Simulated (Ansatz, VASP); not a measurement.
## One calculation of Ti6H, two programs

```
CELL_PARAMETERS angstrom
5.66395 0.00000 0.00000
0.00000 4.57935 0.00000
0.00000 0.00000 24.55069
ATOMIC_POSITIONS crystal
Ti 0.25000 0.00000 0.16293
Ti 0.75000 0.00000 0.16293
Ti 0.00000 0.50000 0.21677
Ti 0.50000 0.50000 0.21677
Ti 0.25000 0.00000 0.27062
Ti 0.75000 0.00000 0.27062
Ti 0.25000 0.50000 0.32566
Ti 0.75000 0.50000 0.32566
Ti 0.00000 0.00000 0.37797
Ti 0.50000 0.00000 0.37797
Ti 0.25000 0.50000 0.42975
Ti 0.75000 0.50000 0.42975
H 0.94262 0.00000 0.51325
H 0.05738 0.00000 0.51325
```

Alike in both runs: task single point; functional PBE; k mesh 5 × 6 × 1; occupations gaussian, width 0.1 eV; no spin polarisation.

|  | VASP | Ansatz |
| --- | --- | --- |
| version | VASP 6.6.1 | Ansatz 0.2.0 |
| potentials or method | VASP PAW PBE potentials, release 64 (Ti_sv, H), cutoff 520 eV | scalar-relativistic, plane waves, PAW |
| valence electrons in the cell | 146 | 146 |

Ansatz gave:

```
gap on the k mesh at the Fermi level (eV) : none
rms of the force components (eV/Å)        : 1.099
```

Question: Estimate VASP's values.

Answer: gap on the k mesh at the Fermi level (eV): none; rms of the force components (eV/Å): 1.107.

Atom by atom the forces differ by 0.008 eV/Å (rms over components). A gap of «none» marks a metal or a gap that the smearing closes. With one functional, cell and mesh, what is left measures potentials, basis and numerics.
